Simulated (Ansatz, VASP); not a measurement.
Two plane-wave programs on Si6P

```
Si P
1.0
     5.86591    0.00000    0.00000
     0.00000    5.86591    0.00000
     0.00000    0.00000    5.86591
Si P
6 1
Cartesian
  1.2113 2.9330 2.9330
  2.9330 2.9330 4.6546
  2.9330 2.9330 1.2113
  2.9330 1.2113 2.9330
  2.9330 4.6546 2.9330
  4.6546 2.9330 2.9330
  0.0000 0.0000 0.0000
```

Change from the starting cell: species swapped into the GdB6 type (Pm-3m, No. 221).

Alike in both runs: task relaxation of cell and atoms; functional PBE; k mesh 6 × 6 × 6; occupations gaussian, width 0.1 eV; no spin polarisation.

|  | VASP | Ansatz |
| --- | --- | --- |
| version | VASP 6.6.1 | Ansatz 0.2.0 |
| potentials or method | VASP PAW PBE potentials, release 64 (Si, P), cutoff 600 eV | scalar-relativistic, plane waves, PAW |
| valence electrons in the cell | 29 | 29 |

Ansatz gave:

```
gap on the k mesh at the Fermi level, each at its own relaxed structure (eV)  : none
relaxed volume (Å³/atom)                                                      : 29.99
relaxed length of the cell vector where the two differ most in proportion (Å) : 5.944
```

Q: Estimate VASP's values.

A: gap on the k mesh at the Fermi level, each at its own relaxed structure (eV): none; relaxed volume (Å³/atom): 30.00; relaxed length of the cell vector where the two differ most in proportion (Å): 5.944.

A gap of «none» marks a metal or a gap that the smearing closes.
